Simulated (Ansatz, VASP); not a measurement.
**Y4N: VASP beside Ansatz**

```xyz
5
Lattice="4.9783 0.0000 0.0000 0.0000 4.9783 0.0000 0.0000 0.0000 4.9783" Properties=species:S:1:pos:R:3 pbc="T T T"
Y     0.0000    0.0000    0.0000
Y     2.4891    2.4891    0.0000
Y     2.4891    0.0000    2.4891
Y     0.0000    2.4891    2.4891
N     2.4891    2.4891    2.4891
```

Alike in both runs: task single point; functional PBE; k mesh 8 × 8 × 8; occupations gaussian, width 0.1 eV; no spin polarisation.

|  | VASP | Ansatz |
| --- | --- | --- |
| version | VASP 6.6.1 | Ansatz 0.2.0 |
| potentials or method | VASP PAW PBE potentials, release 64 (Y_sv, N), cutoff 520 eV | scalar-relativistic, plane waves, PAW |
| valence electrons in the cell | 49 | 49 |

|  | VASP | Ansatz | Ansatz less VASP |
| --- | --- | --- | --- |
| gap on the k mesh at the Fermi level (eV) | none | none | - |
| pressure (GPa) | -0.1 | 0.0 | +0.13 |

A gap of «none» marks a metal or a gap that the smearing closes. With one functional, cell and mesh, what is left measures potentials, basis and numerics.
